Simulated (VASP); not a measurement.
FePt (Tetraferroplatinum), 2 atoms in the cell. Symmetry: P4/mmm, No. 123, tetragonal system. The conventional cell has a = 2.788 Å, b = 2.788 Å, c = 3.804 Å, α = 90.00°, β = 90.00°, γ = 90.00°. Pt (site symmetry 4/mmm) has 8 Fe at 2.74 Å and 4 Pt at 2.79 Å within 3.6 Å. Fe (site symmetry 4/mmm) has 8 Pt at 2.74 Å and 4 Fe at 2.79 Å within 3.6 Å. 

* Program: VASP 6.6.1
* Task: single point
* Functional: BLYP
* Potentials or basis: VASP PAW PBE potentials, release 64 (Pt, Fe)
* Cutoff: 520 eV
* k mesh: 10 × 10 × 7
* Occupations: fermi-dirac, width 0.05 eV
* Spin: collinear spin, ferromagnetic start
* Starting moments: [0.0, 3.0] μB
* Dipole correction: no
* Further INCAR settings: ALGO = Normal; EDIFF = 1e-06; NBANDS = 20

Potentials or basis: VASP PAW PBE potentials, release 64 (Pt, Fe).

Run with:

```bash
$ cat potpaw_PBE.64/Pt/POTCAR potpaw_PBE.64/Fe/POTCAR > POTCAR
$ mpirun -np 1 vasp_std > vasp.out
```

Hardware: 1 thread of Oxide Virtual Turin-like Processor (shared host).

Question: How long does it take, and how much memory?

Answer: Run time: 2.2 min on 1 thread of Oxide Virtual Turin-like Processor, on a shared host, peak memory 0.18 GiB. Counts: scf iterations 14, k points 84.
